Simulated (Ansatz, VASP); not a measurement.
# One calculation of SnGe3N, two programs

```
Sn Ge N
1.0
     5.25243    0.00000    0.00000
     0.00000    5.25243    0.00000
     0.00000    0.00000    5.25243
Sn Ge N
1 3 1
Direct
  0.50000 0.50000 0.50000
  0.00000 0.50000 0.50000
  0.50000 0.00000 0.50000
  0.50000 0.50000 0.00000
  0.00000 0.00000 0.00000
```

Alike in both runs: task relaxation of cell and atoms; functional PBE; k mesh 8 × 8 × 8; occupations fermi-dirac, width 0.15 eV; no spin polarisation.

|  | VASP | Ansatz |
| --- | --- | --- |
| version | VASP 6.6.1 | Ansatz 0.2.0 |
| potentials or method | VASP PAW PBE potentials, release 64 (Sn_d, Ge_d, N), cutoff 600 eV | scalar-relativistic, plane waves, PAW |
| valence electrons in the cell | 61 | 61 |

|  | VASP | Ansatz | Ansatz less VASP |
| --- | --- | --- | --- |
| gap on the k mesh at the Fermi level, each at its own relaxed structure (eV) | none | none | - |
| relaxed volume (Å³/atom) | 29.11 | 29.14 | +0.034 |
| relaxed length of the cell vector where the two differ most in proportion (Å) | 5.260 | 5.262 | +0.0020 |

A gap of «none» marks a metal or a gap that the smearing closes.
